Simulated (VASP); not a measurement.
Write the native input for VASP 6.6.1 that does the following.

```
Task                   : single point
Functional             : PBE
Potentials or basis    : VASP PAW PBE potentials, release 64 (Nb_sv, Cd)
Cutoff                 : 520 eV
k mesh                 : 6 × 6 × 6
Occupations            : methfessel-paxton, width 0.15 eV
Spin                   : no spin polarisation
Dipole correction      : no
Further INCAR settings : ALGO = Normal; EDIFF = 1e-06; NBANDS = 32
```

The structure of NbCd3 lies in POSCAR:

```
NbCd3
1.0
    4.3178451876      0.0000000000      0.0000000000
    0.0000000000      4.3178451876      0.0000000000
    0.0000000000      0.0000000000      4.3178451876
Nb Cd
1 3
Direct
    0.0000000000      0.0000000000      0.0000000000
    0.0000000000      0.5000000000      0.5000000000
    0.5000000000      0.0000000000      0.5000000000
    0.5000000000      0.5000000000      0.0000000000
```

One way to write it, as run:

INCAR

```
SYSTEM = NbCd3
ALGO = Normal
EDIFF = 1E-6
ENCUT = 520
GGA = PE
ISIF = 2
ISMEAR = 1
LASPH = .TRUE.
LCHARG = .TRUE.
LELF = .TRUE.
LREAL = .FALSE.
LVHAR = .TRUE.
LWAVE = .FALSE.
NBANDS = 32
NELM = 60
PREC = Accurate
SIGMA = 0.15
```

KPOINTS

```
k-points
0
G
  6 6 6
  0 0 0
```

Potentials or basis: VASP PAW PBE potentials, release 64 (Nb_sv, Cd).

The run is started by

```sh
$ cat potpaw_PBE.64/Nb_sv/POTCAR potpaw_PBE.64/Cd/POTCAR > POTCAR
$ mpirun -np 1 vasp_std > vasp.out
```

Results of the run:

```
Pressure : -0.3 GPa
```

Wall time 18 s on 1 thread of Intel(R) Xeon(R) Platinum 8559C (Emerald Rapids), on a shared host, peak memory 0.19 GiB.
